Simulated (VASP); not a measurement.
Co, 1 atom in the cell. The typed cell holds 1 atom: a = 2.425 Å, b = 2.437 Å, c = 2.401 Å, α = 107.69°, β = 110.08°, γ = 109.82°. 

| Property | Result |
| --- | --- |
| Program | VASP 6.6.1 |
| Task | single point |
| Functional | PBE |
| Potentials or basis | VASP PAW PBE potentials, release 64 (Co) |
| Cutoff | 520 eV |
| k mesh | 11 × 11 × 11 |
| Occupations | fermi-dirac, width 0.05 eV |
| Spin | collinear spin, ferromagnetic start |
| Starting moments | [0.5] μB |
| Fixed moment | 0.5 μB |
| Dipole correction | no |
| Further INCAR settings | ALGO = Normal; EDIFF = 1e-06; NBANDS = 14 |

Potentials or basis: VASP PAW PBE potentials, release 64 (Co).

Launch:

```console
$ cat potpaw_PBE.64/Co/POTCAR > POTCAR
$ mpirun -np 1 vasp_std > vasp.out
```

Hardware: 1 thread of Intel Xeon 8259CL, on a shared host.

Task: Estimate the wall time of this run.

Result: Wall time 4.5 min on 1 thread of Intel Xeon 8259CL, on a shared host, peak memory 0.26 GiB. Counts: scf iterations 13, k points 666.
